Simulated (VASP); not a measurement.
# AlRu: single point with PBEsol

Crystal: AlRu.

```xyz
2
Lattice="2.9617 0.0000 0.0000 0.0000 2.9916 0.0000 0.0000 0.0000 2.9916" Properties=species:S:1:pos:R:3 pbc="T T T"
Al    0.0000    0.0000    0.0000
Ru    1.4808    1.4958    1.4958
```

This cell differs from its parent crystal: strain -0.0100 x Voigt [1, 0, 0, 0, 0, 0].

| Quantity | Value |
| --- | --- |
| Program | VASP 6.6.1 |
| Task | single point |
| Functional | PBEsol |
| Potentials or basis | VASP PAW PBE potentials, release 64 (Al, Ru_pv) |
| Cutoff | 520 eV |
| k mesh | 16 × 16 × 16 |
| Occupations | gaussian, width 0.15 eV |
| Spin | no spin polarisation |
| Dipole correction | no |
| Further INCAR settings | ALGO = Fast; EDIFF = 1e-06; NBANDS = 16 |

| Quantity | Value |
| --- | --- |
| Pressure | -1.1 GPa |
| Band gap on the k mesh | zero (an odd number of electrons rules out a gap without spin polarisation) |

Stress tensor (GPa, compression positive):
```
 0.09  0.00  0.00
 0.00 -1.69  0.00
 0.00  0.00 -1.69
```

Levels at points of the mesh, in eV from the Fermi level:
```
           k point  band 6  band 7  band 8  band 9  band 10  band 11  band 12  band 13
(0.00, 0.00, 0.00)   -3.66    0.13    0.20    0.20     6.00     6.00     6.31    11.01
(0.50, 0.00, 0.00)   -2.83   -1.68   -1.68    0.41     2.42     7.42    10.95    10.95
(0.00, 0.50, 0.00)   -2.87   -1.67   -1.56    0.45     2.24     7.43    10.94    11.21
(0.50, 0.50, 0.00)   -1.41   -1.34   -1.25   -1.21     1.56     5.37     6.39    10.58
(0.00, 0.50, 0.50)   -1.43   -1.43   -1.14   -1.14     1.49     5.23     6.32    10.82
(0.50, 0.50, 0.50)   -4.69    1.59    1.67    2.65     4.08     4.08     4.15     8.56
```

Wall time 76 s on 1 thread of AMD EPYC 9R45 96-Core Processor (Zen 5), on a shared host, peak memory 0.24 GiB.

Caveat: the cell differs from its parent crystal (strain -0.0100 x Voigt [1, 0, 0, 0, 0, 0]); the PAW data sets were made with another functional, which shifts forces and pressure a little.
